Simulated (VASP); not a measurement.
Te2As3: single point with PBE

The system is Te2As3.

```
CELL_PARAMETERS angstrom
4.98446 0.00000 0.00000
-2.49223 4.31667 0.00000
0.00000 0.00000 6.35645
ATOMIC_POSITIONS crystal
Te 0.33333 0.66667 0.19911
Te 0.66667 0.33333 0.80089
As 0.33333 0.66667 0.67364
As 0.66667 0.33333 0.32636
As 0.00000 0.00000 0.00000
```

The cell was generated, and may not be a known phase.

```yaml
Program: VASP 6.6.1
Task: single point
Functional: PBE
Potentials_or_basis: VASP PAW PBE potentials, release 64 (Te, As)
Cutoff: 520 eV
k_mesh: 6 × 6 × 4
Occupations: gaussian, width 0.1 eV
Spin: no spin polarisation
Dipole_correction: no
Further_INCAR_settings: ALGO = Normal; EDIFF = 1e-06; NBANDS = 22
```

- Pressure: -2.3 GPa
- Largest force: 0.617 eV/Å
- Band gap on the k mesh: zero (an odd number of electrons rules out a gap without spin polarisation)

Forces in eV/Å, atoms in the order of the input:
```
Te   0.000  0.000  0.617
Te   0.000  0.000 -0.617
As   0.000  0.000  0.161
As   0.000  0.000 -0.161
As   0.000  0.000  0.000
```

Stress tensor (GPa, compression positive):
```
-1.86  0.00  0.00
 0.00 -1.86  0.00
 0.00  0.00 -3.26
```

Levels at points of the mesh, in eV from the Fermi level:
```tsv
k point	band 11	band 12	band 13	band 14	band 15	band 16	band 17	band 18
(0.00, 0.00, 0.00)	-2.69	-1.96	-1.96	-0.65	0.19	0.19	2.02	2.06
(0.50, 0.00, 0.00)	-2.46	-0.90	-0.06	1.20	1.58	1.61	1.83	2.45
(0.00, 0.00, 0.50)	-2.79	-2.56	-2.56	-0.36	-0.19	-0.19	0.45	0.55
(0.50, 0.00, 0.50)	-1.43	-1.43	-0.69	0.36	0.69	1.04	1.53	1.55
```

Wall time 46 s on 1 thread of Intel(R) Xeon(R) Platinum 8488C (Sapphire Rapids), on a shared host, peak memory 0.28 GiB.

Caveat: spin-orbit coupling is left out, which moves the levels of the heavy elements; an odd number of electrons without spin polarisation forces a metal; a magnetic or distorted state may lie lower.
